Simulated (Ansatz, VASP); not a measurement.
## Two plane-wave programs on HfHS2

```
Hf S H
1.0
     3.65480    0.00000    0.00000
    -1.82740    3.16515    0.00000
     0.00000    0.00000    5.19786
Hf S H
1 2 1
Direct
  0.00000 0.00000 0.00000
  0.66667 0.33333 0.72629
  0.33333 0.66667 0.27371
  0.00000 0.00000 0.50000
```

Alike in both runs: functional PBE; dispersion D3(BJ); k mesh 12 × 12 × 8; occupations gaussian, width 0.1 eV; no spin polarisation.

Ansatz relaxed the structure, and its values are those at the end. VASP's run is a single point on that final structure, the one shown.

```csv
,VASP,Ansatz
version,VASP 6.6.1,Ansatz 0.2.0
potentials or method,"VASP PAW PBE potentials, release 64 (Hf_pv, S, H), cutoff 500 eV","scalar-relativistic, plane waves, PAW"
valence electrons in the cell,23,39
```

```csv
,VASP,Ansatz,Ansatz less VASP
gap on the k mesh at the Fermi level (eV),none,none,-
pressure (GPa),-0.6,0.0,+0.64
rms of the force components (eV/Å),0.025,0.000,-0.0245
```

A gap of «none» marks a metal or a gap that the smearing closes. VASP's potentials hold 23 valence electrons a cell and Ansatz's 39, so a difference there can come from the potentials and not from the codes.

Spin-orbit coupling is off throughout.
